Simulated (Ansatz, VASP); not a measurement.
**One calculation of EuO, two programs**

```
Eu O
1.0
     0.00000    2.59005   -2.59005
     0.00000    2.59005    2.59005
     5.18960    0.00000    0.00000
Eu O
2 2
Direct
  0.00000 0.00000 0.00000
  0.50000 0.50000 0.50000
  0.00000 0.00000 0.50000
  0.50000 0.50000 0.00000
```

Alike in both runs: task single point; functional PBE; k mesh 8 × 8 × 6; occupations fermi-dirac, width 0.05 eV; collinear spin; Hubbard terms Eu f U = 6.0 eV.

|  | VASP | Ansatz |
| --- | --- | --- |
| version | VASP 6.6.1 | Ansatz 0.2.0 |
| potentials or method | VASP PAW PBE potentials, release 64 (Eu, O), cutoff 600 eV | scalar-relativistic, plane waves, PAW |
| valence electrons in the cell | 46 | 46 |

```csv
,VASP,Ansatz,Ansatz less VASP
gap on the k mesh at the Fermi level (eV),0.52,0.93,+0.411
least direct gap on the mesh (eV),0.52,0.93,+0.411
pressure (GPa),-0.3,0.0,+0.32
net moment per atom (μB),0.00,0.00,0.000
size of the moment on the site where the two differ most (μB),6.71,6.75,+0.046
```

Site moments also hang on the region over which each program counts them. The programs project onto different local orbitals, so the same U acts differently, and such runs can settle in different states. Ansatz's warnings: stability check not made.

Neither program's run includes spin-orbit coupling.
